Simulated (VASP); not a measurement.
# CaSe (I-4m2) in VASP: notebook

Runs on CaSe. Level: PBE. Tasks: single point.

Everything below comes from runs of VASP 6.6.1. Logs are shortened: lines on timing, memory, paths and dates and some standing lists are left out, and cuts for length are marked.

## 1. The cell of the first run

The structure is tetragonal, space group I-4m2 (No. 119). Conventional cell: a = 4.682 Å, b = 4.682 Å, c = 6.600 Å, α = 90.00°, β = 90.00°, γ = 90.00°. Ca (site symmetry -4m2) has 4 Se at 2.86 Å within 3.8 Å. Se (site symmetry -4m2) has 4 Ca at 2.86 Å within 3.8 Å.

## 2. Single point, PBE

INCAR reads:

```
SYSTEM = CaSe
PREC     = Accurate       ! precision mode
ENCUT    = 520            ! plane-wave cutoff, eV
EDIFF    = 1E-6           ! SCF threshold, eV
ISMEAR   = 0              ! smearing method
SIGMA    = 0.01           ! smearing width, eV
LREAL    = .False.        ! projectors in reciprocal space
LASPH    = .True.         ! aspherical terms in the spheres
NELM     = 80             ! most SCF steps
ALGO     = Normal         ! electronic algorithm
ISIF     = 2              ! what is computed and relaxed
LWAVE    = .False.        ! write WAVECAR
LCHARG   = .False.        ! write CHGCAR
GGA      = PE             ! functional
NBANDS   = 15             ! bands
```

KPOINTS reads:

```
Automatic mesh
0
Gamma
  5 5 5
  0 0 0
```

POSCAR reads:

```
CaSe
1.0
    0.0000000000      3.3110000000      3.3000000000
    3.3110000000      0.0000000000      3.3000000000
    3.3110000000      3.3110000000      0.0000000000
Ca Se
1 1
Direct
    0.0000000000      0.0000000000      0.0000000000
    0.7500000000      0.7500000000      0.7500000000
```

Potentials or basis: VASP PAW PBE potentials, release 64 (Ca_sv, Se).

On the command line:

```console
$ cat potpaw_PBE.64/Ca_sv/POTCAR potpaw_PBE.64/Se/POTCAR > POTCAR
$ mpirun -np 1 vasp_std > vasp.out
```

OUTCAR:

```text
SYSTEM = CaSe
   PREC = Accurate
   ENCUT = 520
   EDIFF = 1E-6
   ISMEAR = 0
   LREAL = .False.
   LASPH = .True.
   NELM = 80
   ISIF = 2
   GGA = PE

 ion  position               nearest neighbor table
   1  0.000  0.000  0.000-   2 2.86   2 2.86   2 2.86   2 2.86
   2  0.750  0.750  0.750-   1 2.86   1 2.86   1 2.86   1 2.86

  LATTYP: Found a body centered tetragonal cell.
 ALAT       =     4.6824611050
 C/A-ratio  =     1.4095151784

  Lattice vectors:

 A1 = (   0.0000000000,  -3.3110000000,  -3.3000000000)
 A2 = (   0.0000000000,   3.3110000000,  -3.3000000000)
 A3 = (   3.3110000000,   0.0000000000,   3.3000000000)

Analysis of symmetry for initial positions (statically):
=====================================================================
 Subroutine PRICEL returns:
 Original cell was already a primitive cell.

 Routine SETGRP: Setting up the symmetry group for a
 body centered tetragonal supercell.

 Subroutine GETGRP returns: Found  8 space group operations
 (whereof  8 operations were pure point group operations)
 out of a pool of 16 trial point group operations.

The static configuration has the point symmetry D_2d.

Analysis of symmetry for dynamics (positions and initial velocities):
=====================================================================
 Subroutine PRICEL returns:
 Original cell was already a primitive cell.

 Routine SETGRP: Setting up the symmetry group for a
 body centered tetragonal supercell.

 Subroutine GETGRP returns: Found  8 space group operations
 (whereof  8 operations were pure point group operations)
 out of a pool of 16 trial point group operations.

The dynamic configuration has the point symmetry D_2d.

 Subroutine INISYM returns: Found  8 space group operations
 (whereof  8 operations are pure point group operations),
 and found     1 'primitive' translations

----------------------------------------------------------------------------------------

                                     Primitive cell

  volume of cell :      72.3540

  direct lattice vectors                    reciprocal lattice vectors
     0.000000000  3.311000000  3.300000000    -0.151011779  0.151011779  0.151515152
     3.311000000  0.000000000  3.300000000     0.151011779 -0.151011779  0.151515152
     3.311000000  3.311000000  0.000000000     0.151011779  0.151011779 -0.151515152

  length of vectors
     4.674689401  4.674689401  4.682461105     0.261851018  0.261851018  0.261851018

  position of ions in fractional coordinates (direct lattice)
     0.000000000  0.000000000  0.000000000
     0.750000000  0.750000000  0.750000000

  ion indices of the primitive-cell ions
   primitive index   ion index
                 1           1
                 2           2

----------------------------------------------------------------------------------------

 KPOINTS: Automatic mesh

Automatic generation of k-mesh.
 Grid dimensions read from file:
 generate k-points for:    5    5    5

 Generating k-lattice:

  Cartesian coordinates                     Fractional coordinates (reciprocal lattice)
    -0.030202356  0.030202356  0.030303030     0.200000000 -0.000000000  0.000000000
     0.030202356 -0.030202356  0.030303030    -0.000000000  0.200000000  0.000000000
     0.030202356  0.030202356 -0.030303030     0.000000000  0.000000000  0.200000000

  Length of vectors
     0.052370204  0.052370204  0.052370204

  Shift w.r.t. Gamma in fractional coordinates (k-lattice)
     0.000000000  0.000000000  0.000000000

 Subroutine IBZKPT returns following result:
 ===========================================

 Found     18 irreducible k-points:

 Following reciprocal coordinates:
            Coordinates               Weight
  0.000000  0.000000  0.000000      1.000000
  0.200000  0.000000  0.000000      8.000000
  0.400000  0.000000  0.000000      8.000000
  0.200000  0.200000  0.000000      2.000000
  0.400000  0.200000  0.000000      8.000000
 -0.400000  0.200000  0.000000      8.000000
[... 10 lines left out ...]
 -0.400000 -0.000000  0.400000      8.000000
 -0.400000  0.200000  0.400000      8.000000
   k-points           NKPTS =     18   k-points in BZ     NKDIM =     18   number of bands    NBANDS=     15
   number of dos      NEDOS =    301   number of ions     NIONS =      2
   total plane-waves  NPLWV =  46656
   dimension x,y,z NGX =    36 NGY =   36 NGZ =   36
   dimension x,y,z NGXF=    72 NGYF=   72 NGZF=   72
   ions per type =               1   1
   NGX,Y,Z   is equivalent  to a cutoff of  12.80, 12.80, 12.78 a.u.
   NGXF,Y,Z  is equivalent  to a cutoff of  25.61, 25.61, 25.56 a.u.
 SYSTEM =  CaSe
   PREC   = accura    normal or accurate (medium, high low for compatibility)
   ISTART =      0    job   : 0-new  1-cont  2-samecut
   ICHARG =      2    charge: 1-file 2-atom 10-const
   ISPIN  =      1    spin polarized calculation?
   LNONCOLLINEAR =      F non collinear calculations
   LSORBIT =      F    spin-orbit coupling
   LASPH  =      T    aspherical Exc in radial PAW
   ENCUT  =  520.0 eV  38.22 Ry    6.18 a.u.   8.69  8.69  8.71*2*pi/ulx,y,z
   NELM   =     80;   NELMIN=  2; NELMDL= -5     # of ELM steps
   EDIFF  = 0.1E-05   stopping-criterion for ELM
   LREAL  =      F    real-space projection
   EDIFFG = 0.1E-04   stopping-criterion for IOM
   NSW    =      0    number of steps for IOM
   IBRION =     -1    ionic relax: 0-MD 1-quasi-New 2-CG
   NFREE  =      0    steps in history (QN), initial steepest desc. (CG)
   ISIF   =      2    stress and relaxation
   ISYM   =      2    0-nonsym 1-usesym 2-fastsym
   POTIM  = 0.5000    time-step for ionic-motion
   TEBEG  =    0.0;   TEEND  =   0.0 temperature during run
   PSTRESS=    0.0 pullay stress
   NELECT =      16.0000    total number of electrons
   NUPDOWN=      -1.0000    fix difference up-down
   EMIN   =  10.00;   EMAX   =-10.00  energy-range for DOS
   EFERMI =   0.00;   METHOD = LEGACY
   ISMEAR =     0;   SIGMA  =   0.01  broadening in eV -4-tet -1-fermi 0-gaus
   EFERMI_NEDOS =   21; number of points for ismear=-14 and -15
   IALGO  =     38    algorithm
   IMIX   =      4    mixing-type and parameters
     AMIX     =   0.40;   BMIX     =  1.00
     AMIX_MAG =   1.60;   BMIX_MAG =  1.00
  volume/ion in A,a.u.               =      36.18       244.13
  Fermi-wavevector in a.u.,A,eV,Ry     =   0.989982  1.870795 13.334591  0.980065
  Thomas-Fermi vector in A             =   2.121620
   LORBIT       =      0    0 simple, 1 ext, 2 COOP (PROOUT), +10 PAW based schemes
   GGA     = PE    functional components
   LHFCALC =     F    Hartree Fock is set to
   AEXX    =    0.0000 exact exchange contribution
   IVDW    =     0    specifies the selected vdW correction
   LEPSILON=     F    determine dielectric tensor
   LRPA    =     F    only Hartree local field effects (RPA)
 non-spin polarized calculation
 Gauss-broadening in eV      SIGMA  =   0.01
  energy-cutoff  :      520.00
  volume of cell :       72.35
 maximum number of plane-waves:      1980
   NGX = 17   NGY = 17   NGZ = 17

 number of electron      16.0000000 magnetization

 Free energy of the ion-electron system (eV)
  ---------------------------------------------------
  ext. energy  EPLUGINS =         0.00000000
  ---------------------------------------------------
  free energy    TOTEN  =        -8.96929375 eV

  energy without entropy =       -8.96929375  energy(sigma->0) =       -8.96929375

 E-fermi :  -0.2495     XC(G=0):  -7.5268

 val. band max:       -0.4041439869   @ k =  -0.4000   0.0000   0.2000
 cond. band min:       2.7266343783   @ k =   0.0000   0.0000   0.0000
 fundamental gap:      3.1307783652
 Fermi energy:        -0.2495252841

 k-point     1 :       0.0000    0.0000    0.0000
  band No.  band energies     occupation
      1     -39.5659      2.00000
      2     -20.5773      2.00000
      3     -20.5763      2.00000
      4     -20.5763      2.00000
      5     -10.6995      2.00000
      6      -0.4878      2.00000
      7      -0.4878      2.00000
      8      -0.4836      2.00000
      9       2.7266      0.00000
     10       4.9104      0.00000
     11       4.9262      0.00000
     12       6.8564      0.00000
     13       6.8564      0.00000
     14       6.8697      0.00000
     15       8.5567      0.00000

 k-point     2 :       0.2000    0.0000    0.0000
  band No.  band energies     occupation
      1     -39.5654      2.00000
      2     -20.5904      2.00000
      3     -20.5787      2.00000
      4     -20.5781      2.00000
      5     -10.6171      2.00000
      6      -1.0007      2.00000
      7      -0.4596      2.00000
      8      -0.4546      2.00000
      9       3.7279      0.00000
     10       4.7810      0.00000
     11       4.7924      0.00000
     12       6.2375      0.00000
     13       6.7715      0.00000
     14       6.7750      0.00000
     15       7.7405      0.00000

 k-point     3 :       0.4000    0.0000    0.0000
  band No.  band energies     occupation
      1     -39.5645      2.00000
      2     -20.6123      2.00000
      3     -20.5814      2.00000
      4     -20.5808      2.00000
      5     -10.4820      2.00000
      6      -1.5200      2.00000
      7      -0.4232      2.00000
      8      -0.4146      2.00000
      9       4.6311      0.00000
     10       4.9198      0.00000
     11       4.9245      0.00000
     12       5.4144      0.00000
     13       6.0796      0.00000
     14       6.0800      0.00000
     15       7.9648      0.00000
[... 235 lines left out ...]
 k-point    17 :      -0.4000   -0.0000    0.4000
  band No.  band energies     occupation
      1     -39.5639      2.00000
      2     -20.6150      2.00000
      3     -20.5924      2.00000
      4     -20.5870      2.00000
      5     -10.3841      2.00000
      6      -1.4318      2.00000
      7      -0.7379      2.00000
      8      -0.4239      2.00000
      9       3.3161      0.00000
     10       4.5825      0.00000
     11       5.2198      0.00000
     12       5.9349      0.00000
     13       5.9551      0.00000
     14       7.5898      0.00000
     15       8.4600      0.00000

 k-point    18 :      -0.4000    0.2000    0.4000
  band No.  band energies     occupation
      1     -39.5640      2.00000
      2     -20.6120      2.00000
      3     -20.5921      2.00000
      4     -20.5870      2.00000
      5     -10.4011      2.00000
      6      -1.2879      2.00000
      7      -0.8675      2.00000
      8      -0.4623      2.00000
      9       3.5422      0.00000
     10       4.5523      0.00000
     11       5.3157      0.00000
     12       5.8884      0.00000
     13       6.2462      0.00000
     14       7.2730      0.00000
     15       8.4189      0.00000

------------------------ aborting loop because EDIFF is reached ----------------------------------------

  FORCE on cell =-STRESS in cart. coord.  units (eV):
  Direction    XX          YY          ZZ          XY          YZ          ZX
  --------------------------------------------------------------------------------------
  -------------------------------------------------------------------------------------
  Total       -0.1309065     -0.1309065     -0.1223255      0.0000000     -0.0000000      0.0000000
  in kB       -2.8987408     -2.8987408     -2.7087273      0.0000000     -0.0000000      0.0000000
  external PRESSURE =      -2.8354029 kB  Pullay stress =       0.0000000 kB

 VOLUME and BASIS-vectors are now :
 -----------------------------------------------------------------------------
  energy-cutoff  :      520.00
  volume of cell :       72.35
      direct lattice vectors                 reciprocal lattice vectors
     0.000000000  3.311000000  3.300000000    -0.151011779  0.151011779  0.151515152
     3.311000000  0.000000000  3.300000000     0.151011779 -0.151011779  0.151515152
     3.311000000  3.311000000  0.000000000     0.151011779  0.151011779 -0.151515152

 POSITION                                       TOTAL-FORCE (eV/Angst)
 -----------------------------------------------------------------------------------
      0.00000      0.00000      0.00000         0.000000     -0.000000     -0.000000
      4.96650      4.96650      4.95000        -0.000000      0.000000      0.000000
 -----------------------------------------------------------------------------------
    total drift:                               -0.000000     -0.000000     -0.000000

  FREE ENERGIE OF THE ION-ELECTRON SYSTEM (eV)
  ---------------------------------------------------
  free  energy   TOTEN  =        -8.9692937546 eV

  energy  without entropy=       -8.9692937546  energy(sigma->0) =       -8.96929375
```

Wall time 50 s (1 thread of AMD EPYC 7R13, shared host); peak memory 0.18 GiB.

What came out:

```yaml
Free_energy: -8.9693 eV
Pressure: -0.3 GPa
Band_gap_on_the_k_mesh: 3.13 eV, indirect (least direct gap 3.21 eV)
```

Levels at points of the mesh, in eV from the valence-band top:
| k point | band 6 | band 7 | band 8 | band 9 | band 10 | band 11 |
| --- | --- | --- | --- | --- | --- | --- |
| (0.00, 0.00, 0.00) | -0.08 | -0.08 | -0.08 | 3.13 | 5.31 | 5.33 |

(Part 1 of 2 ends here.)
